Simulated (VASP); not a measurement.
# Hf (P6_3/mmc) in VASP: a series of runs, part 2 of 2

VASP 6.6.1.

**3. Single point, r2SCAN**

Contents of POSCAR:

```
Hf
1.0
    3.1987335297      0.0000000000      0.0000000000
   -1.5993667648      2.7701844966      0.0000000000
    0.0000000000      0.0000000000      5.0505021987
Hf
2
Direct
    0.3333333333      0.6666666667      0.2500000000
    0.6666666667      0.3333333333      0.7500000000
```

Contents of INCAR.step1:

```
ALGO = Normal ; EDIFF = 1E-4
ENCUT = 520 ; GGA = PE
ISMEAR = 1 ; LASPH = True
LCHARG = False ; LREAL = False
LWAVE = True ; NBANDS = 17
NELM = 100 ; PREC = Accurate
SIGMA = 0.3
```

Contents of INCAR.step2:

```
ALGO = Normal ; EDIFF = 1E-6
ENCUT = 520 ; ISIF = 2
ISMEAR = 1 ; ISTART = 1
LASPH = True ; LCHARG = False
LMIXTAU = True ; LREAL = False
LWAVE = False ; METAGGA = R2SCAN
NBANDS = 17 ; NELM = 100
PREC = Accurate ; SIGMA = 0.3
```

Contents of KPOINTS:

```
k-points
0
Gamma
  11 11 6
```

Potentials or basis: VASP PAW PBE potentials, release 64 (Hf_pv).

Started as:

```
> cat potpaw_PBE.64/Hf_pv/POTCAR > POTCAR
> cp INCAR.step1 INCAR
> mpirun -np 1 vasp_std > vasp.out
> cp INCAR.step2 INCAR
> mpirun -np 1 vasp_std > vasp.out
```

OUTCAR:

```text
EDIFF = 1E-6
   ENCUT = 520
   ISIF = 2
   ISMEAR = 1
   ISTART = 1
   LASPH = True
   LREAL = False
   METAGGA = R2SCAN
   NELM = 100
   PREC = Accurate

 ion  position               nearest neighbor table
   1  0.333  0.667  0.250-   2 3.13   2 3.13   2 3.13   2 3.13   2 3.13   2 3.13
   2  0.667  0.333  0.750-   1 3.13   1 3.13   1 3.13   1 3.13   1 3.13   1 3.13

  LATTYP: Found a hexagonal cell.
 ALAT       =     3.1987335297
 C/A-ratio  =     1.5789068242

  Lattice vectors:

 A1 = (   3.1987335297,   0.0000000000,   0.0000000000)
 A2 = (  -1.5993667648,   2.7701844966,   0.0000000000)
 A3 = (   0.0000000000,   0.0000000000,   5.0505021987)

Analysis of symmetry for initial positions (statically):
=====================================================================
 Subroutine PRICEL returns:
 Original cell was already a primitive cell.

 Routine SETGRP: Setting up the symmetry group for a
 hexagonal supercell.

 Subroutine GETGRP returns: Found 24 space group operations
 (whereof 12 operations were pure point group operations)
 out of a pool of 24 trial point group operations.

The static configuration has the point symmetry D_3d.
 The point group associated with its full space group is D_6h.

Analysis of symmetry for dynamics (positions and initial velocities):
=====================================================================
 Subroutine PRICEL returns:
 Original cell was already a primitive cell.

 Routine SETGRP: Setting up the symmetry group for a
 hexagonal supercell.

 Subroutine GETGRP returns: Found 24 space group operations
 (whereof 12 operations were pure point group operations)
 out of a pool of 24 trial point group operations.

The dynamic configuration has the point symmetry D_3d.
 The point group associated with its full space group is D_6h.

 Subroutine INISYM returns: Found 24 space group operations
 (whereof 12 operations are pure point group operations),
 and found     1 'primitive' translations
[... 112 lines left out ...]
   IALGO  =     38    algorithm
   IMIX   =      4    mixing-type and parameters
     AMIX     =   0.40;   BMIX     =  1.00
     AMIX_MAG =   1.60;   BMIX_MAG =  1.00
  volume/ion in A,a.u.               =      22.38       151.00
  Fermi-wavevector in a.u.,A,eV,Ry     =   1.251635  2.365247 21.314756  1.566590
  Thomas-Fermi vector in A             =   2.385573
   LORBIT       =      0    0 simple, 1 ext, 2 COOP (PROOUT), +10 PAW based schemes
   METAGGA = R2SCAN    functional components
   LHFCALC =     F    Hartree Fock is set to
   AEXX    =    0.0000 exact exchange contribution
   IVDW    =     0    specifies the selected vdW correction
   LEPSILON=     F    determine dielectric tensor
   LRPA    =     F    only Hartree local field effects (RPA)
 non-spin polarized calculation
 Methfessel and Paxton  Order N= 1 SIGMA  =   0.30
  energy-cutoff  :      520.00
  volume of cell :       44.75
 maximum number of plane-waves:      1222
 NGX is ok and might be reduce to    24
   NGX = 11   NGY = 11   NGZ = 19

 number of electron      20.0000004 magnetization

 Free energy of the ion-electron system (eV)
  ---------------------------------------------------
  ext. energy  EPLUGINS =         0.00000000
  ---------------------------------------------------
  free energy    TOTEN  =       -90.30143623 eV

  energy without entropy =      -90.31118735  energy(sigma->0) =      -90.30468660

 E-fermi :   4.8381     XC(G=0): -12.1527

 val. band max:        4.8198573904   @ k =   0.1818  -0.0000   0.1667
 cond. band min:       4.8480832176   @ k =   0.3636   0.1818   0.3333
 fundamental gap:      0.0282258273
 Fermi energy:         4.8380517395

 k-point     1 :       0.0000    0.0000    0.0000
  band No.  band energies     occupation
      1     -27.4233      2.00000
      2     -26.6564      2.00000
      3     -26.6564      2.00000
      4     -26.5268      2.00000
      5     -26.5264      2.00000
      6     -26.5264      2.00000
[... 457 lines left out ...]
      4     -26.7315      2.00000
      5     -26.6038      2.00000
      6     -26.5900      2.00000
[... 9 lines left out ...]
     16       8.7911     -0.00000
     17      11.0352      0.00000

 [... further k-points ...]

------------------------ aborting loop because EDIFF is reached ----------------------------------------

  FORCE on cell =-STRESS in cart. coord.  units (eV):
  Direction    XX          YY          ZZ          XY          YZ          ZX
  --------------------------------------------------------------------------------------
  -------------------------------------------------------------------------------------
  Total       -0.1556594     -0.1556594     -0.2317746     -0.0000000      0.0000000      0.0000000
  in kB       -5.5726861     -5.5726861     -8.2976496     -0.0000000      0.0000000      0.0000000
  external PRESSURE =      -6.4810073 kB  Pullay stress =       0.0000000 kB

 VOLUME and BASIS-vectors are now :
 -----------------------------------------------------------------------------
  energy-cutoff  :      520.00
  volume of cell :       44.75
      direct lattice vectors                 reciprocal lattice vectors
     3.198733530  0.000000000  0.000000000     0.312623728  0.180493393  0.000000000
    -1.599366765  2.770184497  0.000000000     0.000000000  0.360986787  0.000000000
     0.000000000  0.000000000  5.050502199     0.000000000  0.000000000  0.198000112

 POSITION                                       TOTAL-FORCE (eV/Angst)
 -----------------------------------------------------------------------------------
     -0.00000      1.84679      1.26263         0.000000      0.000000      0.000000
      1.59937      0.92339      3.78788        -0.000000     -0.000000      0.000000
 -----------------------------------------------------------------------------------
    total drift:                               -0.000000      0.000000     -0.000000

  FREE ENERGIE OF THE ION-ELECTRON SYSTEM (eV)
  ---------------------------------------------------
  free  energy   TOTEN  =       -90.3014362283 eV

  energy  without entropy=      -90.3111873474  energy(sigma->0) =      -90.30468660
```

OUTCAR.step1:

```text
EDIFF = 1E-4
   ENCUT = 520
   GGA = PE
   ISMEAR = 1
   LASPH = True
[... 704 lines left out ...]
 -----------------------------------------------------------------------------------
     -0.00000      1.84679      1.26263        -0.000000      0.000000      0.000000
      1.59937      0.92339      3.78788         0.000000      0.000000      0.000000
 -----------------------------------------------------------------------------------
    total drift:                               -0.000000      0.000000     -0.000000

  FREE ENERGIE OF THE ION-ELECTRON SYSTEM (eV)
  ---------------------------------------------------
  free  energy   TOTEN  =       -19.8467490644 eV

  energy  without entropy=      -19.8543695977  energy(sigma->0) =      -19.84928924
```

OSZICAR.step1:

```text
N       E                     dE             d eps       ncg     rms          rms(c)
DAV:   1     0.517380108269E+02    0.51738E+02   -0.11341E+04  2176   0.112E+03
DAV:   2    -0.185357886431E+02   -0.70274E+02   -0.68458E+02  2824   0.250E+02
DAV:   3    -0.205469727386E+02   -0.20112E+01   -0.19679E+01  2776   0.277E+01
DAV:   4    -0.205650764733E+02   -0.18104E-01   -0.18086E-01  2759   0.305E+00
DAV:   5    -0.205652496010E+02   -0.17313E-03   -0.17311E-03  2812   0.272E-01    0.653E+01
DAV:   6    -0.200396460154E+02    0.52560E+00   -0.49183E-01  2558   0.453E+00    0.387E+01
DAV:   7    -0.198571293058E+02    0.18252E+00   -0.83098E-01  2633   0.564E+00    0.187E+00
DAV:   8    -0.198466560185E+02    0.10473E-01   -0.53170E-02  2575   0.150E+00    0.297E-01
DAV:   9    -0.198467636651E+02   -0.10765E-03   -0.11521E-03  2931   0.241E-01    0.190E-01
DAV:  10    -0.198467490644E+02    0.14601E-04   -0.58260E-05  1528   0.531E-02
   1 F= -.19846749E+02 E0= -.19849289E+02  d E =0.762053E-02
```

Run time: 4.2 min. Hardware: 1 thread of Intel Xeon 8259CL, shared host; peak memory 0.19 GiB.

What came out:

* Free energy: -90.3014 eV
* Pressure: -0.6 GPa
* Band gap on the k mesh: zero (bands 10 and 11 overlap by 1.70 eV)

Caveat: so wide a smearing shifts energies and pressures; the PAW data sets were made with another functional, which shifts forces and pressure a little; spin-orbit coupling is left out, which moves the levels of the heavy elements.
